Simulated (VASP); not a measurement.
Set up this calculation in VASP 6.6.1, as the native input.

- Task: single point
- Functional: PBE
- Potentials or basis: VASP PAW PBE potentials, release 64 (W_sv, O)
- Cutoff: 520 eV
- k mesh: 10 × 10 × 10
- Occupations: gaussian, width 0.02 eV
- Spin: collinear spin, ferromagnetic start
- Starting moments: [1.0, 0.0] μB
- Hubbard terms: W d U = 6.2 eV
- Dipole correction: no
- Further INCAR settings: ALGO = Normal; EDIFF = 1e-06; NBANDS = 21

The structure of WO lies in POSCAR:

```
WO
1.0
    0.0000000000      2.3467421103      2.3467421103
    2.3467421103      0.0000000000      2.3467421103
    2.3467421103      2.3467421103      0.0000000000
W O
1 1
Direct
    0.0000000000      0.0000000000      0.0000000000
    0.2500000000      0.2500000000      0.2500000000
```

One way to write it, as run:

INCAR

```
SYSTEM = WO
ALGO = Normal
EDIFF = 1E-6
ENCUT = 520
GGA = PE
ISIF = 2
ISMEAR = 0
ISPIN = 2
LASPH = .True.
LCHARG = .False.
LDAU = .True.
LDAUJ = 0 0
LDAUL = 2 -1
LDAUPRINT = 1
LDAUTYPE = 2
LDAUU = 6.2 0
LMAXMIX = 4
LORBIT = 11
LREAL = .False.
LWAVE = .False.
MAGMOM = 1 0
NBANDS = 21
NELM = 150
PREC = Accurate
SIGMA = 0.02
```

KPOINTS

```
k-points
0
Gamma
  10 10 10
  0 0 0
```

Potentials or basis: VASP PAW PBE potentials, release 64 (W_sv, O).

The run is started by

```console
$ cat potpaw_PBE.64/W_sv/POTCAR potpaw_PBE.64/O/POTCAR > POTCAR
$ mpirun -np 1 vasp_std > vasp.out
```

It gave:

```
Pressure                                              : 27.3 GPa
Band gap on the k mesh                                : 0.46 eV, indirect (least direct gap 1.08 eV)
Net moment                                            : 2.00 μB per cell
Site moments                                          : W +1.70; O +0.05 μB
Valence electrons inside the program's atomic spheres : W 11.77; O 5.16
```

Caveat: spin-orbit coupling is left out, which moves the levels of the heavy elements.

It took 34 s on 1 thread of Intel(R) Xeon(R) 6975P-C (Granite Rapids), with other jobs on the host, peak memory 0.2 GiB.
